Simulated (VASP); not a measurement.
Write the native input for VASP 6.6.1 that does the following.

- Task: single point
- Functional: PBE
- Potentials or basis: VASP PAW PBE potentials, release 64 (Si, Ni)
- Cutoff: 520 eV
- k mesh: 8 × 10 × 6
- Occupations: gaussian, width 0.1 eV
- Spin: no spin polarisation
- Dipole correction: no
- Further INCAR settings: ALGO = Normal; EDIFF = 1e-07; NBANDS = 38

The structure of SiNi lies in POSCAR:

```
SiNi
1.0
    5.3056344266      0.0000000000      0.0000000000
    0.0000000000      3.4633162102      0.0000000000
    0.0000000000      0.0000000000      5.8528305248
Si Ni
4 4
Direct
    0.3163045427      0.7500000000      0.0810168445
    0.1836954573      0.2500000000      0.5810168445
    0.8163045427      0.7500000000      0.4189831555
    0.6836954573      0.2500000000      0.9189831555
    0.0040071661      0.2500000000      0.1939971684
    0.4959928339      0.7500000000      0.6939971684
    0.5040071661      0.2500000000      0.3060028316
    0.9959928339      0.7500000000      0.8060028316
```

This cell differs from its parent crystal: volume scaled by 1.10, then relaxed in part.

These files were run (other wordings do the same):

INCAR

```
PREC = Accurate ; ENCUT = 520
EDIFF = 1E-7 ; ISMEAR = 0
SIGMA = 0.1 ; LREAL = False
LASPH = True ; NELM = 60
ALGO = Normal ; ISIF = 2
LWAVE = False ; LCHARG = False
GGA = PE ; NBANDS = 38
```

KPOINTS

```
regular mesh
0
Gamma
  8 10 6
```

Potentials or basis: VASP PAW PBE potentials, release 64 (Si, Ni).

Launch:

```bash
$ cat potpaw_PBE.64/Si/POTCAR potpaw_PBE.64/Ni/POTCAR > POTCAR
$ mpirun -np 1 vasp_std > vasp.out
```

It gave:

```yaml
Pressure: -12.5 GPa
Largest_force: 0.009 eV/Å
Band_gap_on_the_k_mesh: zero (band 28 reaches 9.93 eV, above the bottom of band 29 at 8.28 eV)
```

It took 8.7 min on 1 thread of Intel(R) Xeon(R) Platinum 8259CL CPU @ 2.50GHz (Skylake/Cascade Lake), on a shared host, peak memory 0.48 GiB.
